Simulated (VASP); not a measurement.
Wanted: the native input for a VASP 6.6.1 run.

- Task: single point
- Functional: PBE
- Potentials or basis: VASP PAW PBE potentials, release 64 (Ta_sv_GW, Pb_d, O)
- Cutoff: 700 eV
- k mesh: 4 × 4 × 4
- Occupations: gaussian, width 0.2 eV
- Spin: no spin polarisation
- Dipole correction: no
- Further INCAR settings: ALGO = Normal; EDIFF = 1e-06; NBANDS = 38

The structure of Ta2PbO3 lies in POSCAR:

```
Ta2PbO3
1.0
    6.6399044549      0.0000000000      0.0000000000
   -3.3199522274      5.7503259366      0.0000000000
    0.0000000000      0.0000000000      3.0184622456
Ta Pb O
2 1 3
Direct
    0.3333333333      0.6666666667      0.0000000000
    0.6666666667      0.3333333333      0.0000000000
    0.0000000000      0.0000000000      0.0000000000
    0.5000000000      0.0000000000      0.0000000000
    0.0000000000      0.5000000000      0.0000000000
    0.5000000000      0.5000000000      0.0000000000
```

The cell was generated, and may not be a known phase.

One way to write it, as run:

INCAR

```
PREC = Accurate
ENCUT = 700
EDIFF = 1E-6
ISMEAR = 0
SIGMA = 0.2
LREAL = F
LASPH = T
NELM = 120
ALGO = Normal
ISIF = 2
LWAVE = F
LCHARG = T
GGA = PE
LELF = T
LVHAR = T
NBANDS = 38
GGA_COMPAT = F
```

KPOINTS

```
Automatic mesh
0
Gamma
  4 4 4
```

Potentials or basis: VASP PAW PBE potentials, release 64 (Ta_sv_GW, Pb_d, O).

Command:

```console
$ cat potpaw_PBE.64/Ta_sv_GW/POTCAR potpaw_PBE.64/Pb_d/POTCAR potpaw_PBE.64/O/POTCAR > POTCAR
$ mpirun -np 1 vasp_std > vasp.out
```

Results of the run:

```
Pressure               : 0.3 GPa
Band gap on the k mesh : zero (bands 29 and 30 overlap by 0.83 eV)
```

Caveat: the k points lie up to 0.52 Å⁻¹ apart, too coarse for converged energies and pressures of a metal; spin-orbit coupling is left out, which moves the levels of the heavy elements.

Wall time 2.1 min on 1 thread of Intel(R) Xeon(R) Platinum 8259CL CPU @ 2.50GHz (Skylake/Cascade Lake), on a shared host, peak memory 0.35 GiB.
